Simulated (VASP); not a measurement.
Crystal: SiC.

```xyz
8
Lattice="3.0341 0.0000 0.0000 -1.5171 2.6276 0.0000 0.0000 0.0000 9.9345" Properties=species:S:1:pos:R:3 pbc="T T T"
Si    0.0000    0.0000    1.8666
Si    0.0000    0.0000    6.8339
Si    0.0000    1.7518    4.3498
Si    1.5171    0.8759    9.3170
C     0.0000    0.0000    0.0046
C     0.0000    0.0000    4.9718
C     0.0000    1.7518    2.4817
C     1.5171    0.8759    7.4489
```

Base run:

* Program: VASP 6.6.1
* Functional: PBE
* Potentials or basis: VASP PAW PBE potentials, release 64 (Si, C)
* Cutoff: 520 eV
* k mesh: 10 × 10 × 3
* Occupations: fermi-dirac, width 0.05 eV
* Spin: no spin polarisation

Its results: band gap on the k mesh 2.23 eV, indirect (least direct gap 3.36 eV); pressure 13.9 GPa; largest force 0.019 eV/Å.

Q: After a change of settings the same cell gave: band gap on the k mesh 2.12 eV, indirect (least direct gap 3.25 eV); pressure 10.7 GPa; largest force 0.019 eV/Å. Which change was it?
A. functional from PBE to SVWN5
B. functional from PBE to PBEsol
C. further incar settings from ALGO = Normal; EDIFF = 1e-07; NBANDS = 26 to ALGO = Normal; EDIFF = 1e-06; NBANDS = 26
D. further incar settings from ALGO = Normal; EDIFF = 1e-07; NBANDS = 26 to ALGO = Normal; EDIFF = 1e-06; NBANDS = 26; dispersion from none to D3(BJ)

A: B.

PBEsol binds more tightly than PBE, so the same cell stands under less pressure.

Caveats: the PAW data sets were made with another functional, which shifts forces and pressure a little (some runs).
